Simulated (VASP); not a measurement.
Write the native input for VASP 6.6.1 that does the following.

- Task: single point
- Functional: r2SCAN
- Potentials or basis: VASP PAW PBE potentials, release 64 (Al, N)
- Cutoff: 520 eV
- k mesh: 12 × 12 × 6
- Occupations: gaussian, width 0.05 eV
- Spin: no spin polarisation
- Dipole correction: no
- Further INCAR settings: ALGO = Normal; EDIFF = 1e-06; NBANDS = 16

AlN:

```
Al N
1.0
     3.11100    0.00000    0.00000
    -1.55550    2.69421    0.00000
     0.00000    0.00000    4.97800
Al N
2 2
Direct
  0.33333 0.66667 0.00521
  0.66667 0.33333 0.50521
  0.33333 0.66667 0.37496
  0.66667 0.33333 0.87496
```

This cell differs from its parent crystal: mode 7 (591.5 1/cm) frozen in, largest displacement -0.050 Å.

These files were run (other wordings do the same):

POSCAR

```
AlN
1.0
    3.1110021516      0.0000000000      0.0000000000
   -1.5555010758      2.6942068945      0.0000000000
    0.0000000000      0.0000000000      4.9780000000
Al N
2 2
Direct
    0.3333333333      0.6666666667      0.0052142702
    0.6666666667      0.3333333333      0.5052142702
    0.3333333333      0.6666666667      0.3749558055
    0.6666666667      0.3333333333      0.8749558055
```

INCAR.step1

```
SYSTEM = AlN
PREC = Accurate
ENCUT = 520
ISMEAR = 0
SIGMA = 0.05
LREAL = .FALSE.
LASPH = .TRUE.
NELM = 60
NBANDS = 16
GGA = PE
ALGO = Normal
EDIFF = 1E-4
LWAVE = .TRUE.
LCHARG = .FALSE.
```

INCAR.step2

```
SYSTEM = AlN
PREC = Accurate
ENCUT = 520
EDIFF = 1E-6
ISMEAR = 0
SIGMA = 0.05
LREAL = .FALSE.
LASPH = .TRUE.
NELM = 60
ALGO = Normal
ISIF = 2
LWAVE = .FALSE.
LCHARG = .FALSE.
METAGGA = R2SCAN
LMIXTAU = .TRUE.
NBANDS = 16
ISTART = 1
```

KPOINTS

```
regular mesh
0
G
  12 12 6
  0 0 0
```

Potentials or basis: VASP PAW PBE potentials, release 64 (Al, N).

Command:

```console
$ cat potpaw_PBE.64/Al/POTCAR potpaw_PBE.64/N/POTCAR > POTCAR
$ cp INCAR.step1 INCAR
$ mpirun -np 1 vasp_std > vasp.out
$ cp INCAR.step2 INCAR
$ mpirun -np 1 vasp_std > vasp.out
```

It gave:

```yaml
Pressure: -0.3 GPa
Largest_force: 0.933 eV/Å
Band_gap_on_the_k_mesh: 5.02 eV, direct
```

Caveat: the cell differs from its parent crystal (mode 7 (591.5 1/cm) frozen in, largest displacement -0.050 Å); the PAW data sets were made with another functional, which shifts forces and pressure a little.

Wall time 2.9 min on 1 thread of Intel Xeon 6975P-C, on a shared host, peak memory 0.19 GiB.
